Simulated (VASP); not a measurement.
Input of a VASP 6.6.1 run:

The input POSCAR:

```
ZnS
1.0
   -2.6945131931     -2.6945131931      0.0000000000
    2.6945131931     -2.6945131931      0.0000000000
    0.2694513193     -0.2694513193     10.7780527726
Zn S
4 4
Direct
    0.5000000000      0.4812500000      0.1875000000
    0.0000000000     -0.0437500000      0.4375000000
    0.5000000000      0.4312500000      0.6875000000
    0.0000000000     -0.0937500000      0.9375000000
    0.5000000000     -0.0312500000      0.3125000000
    0.0000000000      0.4437500000      0.5625000000
    0.5000000000     -0.0812500000      0.8125000000
    0.0000000000      0.4937500000      0.0625000000
```

The input INCAR.step1:

```
SYSTEM = ZnS
ALGO     = Normal         ! electronic algorithm
EDIFF    = 1E-4           ! SCF threshold, eV
ENCUT    = 520            ! plane-wave cutoff, eV
GGA      = PE             ! functional
ISMEAR   = 0              ! smearing method
LASPH    = .True.         ! aspherical terms in the spheres
LCHARG   = .False.        ! write CHGCAR
LREAL    = .False.        ! projectors in reciprocal space
LWAVE    = .True.         ! write WAVECAR
NBANDS   = 46             ! bands
NELM     = 60             ! most SCF steps
PREC     = Accurate       ! precision mode
SIGMA    = 0.05           ! smearing width, eV
```

Contents of INCAR.step2:

```
SYSTEM = ZnS
ALGO     = Normal         ! electronic algorithm
EDIFF    = 1E-6           ! SCF threshold, eV
ENCUT    = 520            ! plane-wave cutoff, eV
ISIF     = 2              ! what is computed and relaxed
ISMEAR   = 0              ! smearing method
ISTART   = 1            
LASPH    = .True.         ! aspherical terms in the spheres
LCHARG   = .False.        ! write CHGCAR
LMIXTAU  = .True.       
LREAL    = .False.        ! projectors in reciprocal space
LWAVE    = .False.        ! write WAVECAR
METAGGA  = R2SCAN         ! meta-GGA
NBANDS   = 46             ! bands
NELM     = 60             ! most SCF steps
PREC     = Accurate       ! precision mode
SIGMA    = 0.05           ! smearing width, eV
```

KPOINTS

```
k-points
0
Gamma
  6 6 2
  0 0 0
```

Potentials or basis: VASP PAW PBE potentials, release 64 (Zn, S).

Launch:

```sh
$ cat potpaw_PBE.64/Zn/POTCAR potpaw_PBE.64/S/POTCAR > POTCAR
$ cp INCAR.step1 INCAR
$ mpirun -np 1 vasp_std > vasp.out
$ cp INCAR.step2 INCAR
$ mpirun -np 1 vasp_std > vasp.out
```

**Question.** Predict the largest force.

**Answer.** 3.514 eV/Å.

**Question.** What does it give for the band gap on the k mesh?

**Answer.** 2.69 eV.

**Question.** What does it give for the pressure?

**Answer.** 1.9 GPa.

Stress tensor (GPa, compression positive):
```
 1.43 -1.34 -3.14
-1.34  1.43  3.14
-3.14  3.14  2.87
```

Caveat: the PAW data sets were made with another functional, which shifts forces and pressure a little.
